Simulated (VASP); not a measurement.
AlN: single point with PBE

Crystal: AlN.

```xyz
2
Lattice="-0.1514 1.8474 1.8474 1.8474 -0.1514 1.8474 1.8474 1.8474 -0.1514" Properties=species:S:1:pos:R:3 pbc="T T T"
Al    1.7717    1.7717    1.7717
N     0.0000    0.0000    0.0000
```

```json
{"Program": "VASP 6.6.1", "Task": "single point", "Functional": "PBE", "Potentials or basis": "VASP PAW PBE potentials, release 64 (Al, N)", "Cutoff": "520 eV", "k mesh": "10 × 10 × 10", "Occupations": "gaussian, width 0.05 eV", "Spin": "no spin polarisation", "Dipole correction": "no", "Further INCAR settings": "ALGO = Normal; EDIFF = 1e-06; NBANDS = 11"}
```

The pressure is 62.8 GPa and the band gap on the k mesh is 3.05 eV, indirect (least direct gap 6.27 eV).

Stress tensor (GPa, compression positive):
```
62.80 26.44 26.44
26.44 62.80 26.44
26.44 26.44 62.80
```

Levels at points of the mesh, in eV from the valence-band top:
| k point | band 2 | band 3 | band 4 | band 5 | band 6 | band 7 |
| --- | --- | --- | --- | --- | --- | --- |
| (0.00, 0.00, 0.00) | -1.56 | -1.56 | 0.00 | 6.39 | 10.24 | 10.24 |
| (0.50, 0.00, 0.00) | -10.70 | -2.58 | -1.49 | 6.35 | 11.18 | 13.50 |
| (0.50, 0.50, 0.00) | -9.50 | -5.17 | -3.22 | 3.05 | 6.11 | 14.24 |
| (0.50, 0.50, 0.50) | -9.54 | -3.35 | -3.35 | 4.33 | 9.22 | 9.22 |

Run time: 8.1 s on 1 thread of AMD EPYC 9R45 96-Core Processor (Zen 5) (shared host), peak memory 0.1 GiB.

A k mesh can miss the band edges. As with any semilocal functional, this PBE gap is likely too small.
